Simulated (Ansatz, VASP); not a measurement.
One calculation of TaN, two programs

```
CELL_PARAMETERS angstrom
3.04800 0.00000 0.00000
-1.52400 2.63965 0.00000
0.00000 0.00000 4.91800
ATOMIC_POSITIONS crystal
Ta 0.00000 0.00000 0.00000
Ta 0.00000 0.00000 0.50000
N 0.33333 0.66667 0.25000
N 0.66667 0.33333 0.75000
```

Alike in both runs: task single point; functional r2SCAN; k mesh 7 × 7 × 4; occupations gaussian, width 0.05 eV; collinear spin; Hubbard terms Ta d U = 4.0 eV.

|  | VASP | Ansatz |
| --- | --- | --- |
| version | VASP 6.6.1 | Ansatz 0.2.0 |
| potentials or method | VASP PAW PBE potentials, release 64 (Ta_pv, N), cutoff 520 eV | scalar-relativistic, plane waves, PAW |
| valence electrons in the cell | 32 | 36 |

VASP gave:

* gap on the k mesh at the Fermi level (eV): none
* rms of the force components (eV/Å): 0.000
* net moment per atom (μB): 0.00
* size of the moment on the site where the two differ most (μB): 0.00

Question: Which values does Ansatz return?

Answer: gap on the k mesh at the Fermi level (eV): none; rms of the force components (eV/Å): 0.102; net moment per atom (μB): 0.05; size of the moment on the site where the two differ most (μB): 0.26.

VASP's potentials were made for PBE, not for r2SCAN. Site moments also hang on the region over which each program counts them. The programs project onto different local orbitals, so the same U acts differently, and such runs can settle in different states. Atom by atom the forces differ by 0.102 eV/Å (rms over components). A gap of «none» marks a metal or a gap that the smearing closes. VASP's potentials hold 32 valence electrons a cell and Ansatz's 36, so a difference there can come from the potentials and not from the codes. Ansatz's warnings: filled band counts differ across k points, seeded moment not kept, specified occupation not kept, stability check not made, symmetry narrowed by occupation matrices.

Neither program's run includes spin-orbit coupling.
